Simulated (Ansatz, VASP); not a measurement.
# WS2 in VASP and in Ansatz

```
W S
1.0
     1.57853    0.91136    6.03892
    -1.57853    0.91136    6.03892
     0.00000   -1.82273    6.03892
W S
1 2
Direct
  0.00066 0.00066 0.00066
  0.24721 0.24721 0.24721
  0.42083 0.42083 0.42083
```

Alike in both runs: functional PBE; dispersion D3(BJ); k mesh 12 × 12 × 12; occupations gaussian, width 0.02 eV; no spin polarisation.

Ansatz relaxed the structure, and its values are those at the end. VASP's run is a single point on that final structure, the one shown.

|  | VASP | Ansatz |
| --- | --- | --- |
| version | VASP 6.6.1 | Ansatz 0.2.0 |
| potentials or method | VASP PAW PBE potentials, release 64 (W_sv, S), cutoff 520 eV | scalar-relativistic, plane waves, PAW |
| valence electrons in the cell | 26 | 26 |

```csv
,VASP,Ansatz,Ansatz less VASP
gap on the k mesh at the Fermi level (eV),0.93,0.91,-0.018
least direct gap on the mesh (eV),1.92,1.92,-0.004
pressure (GPa),0.0,0.0,+0.03
```

Neither program's run includes spin-orbit coupling.
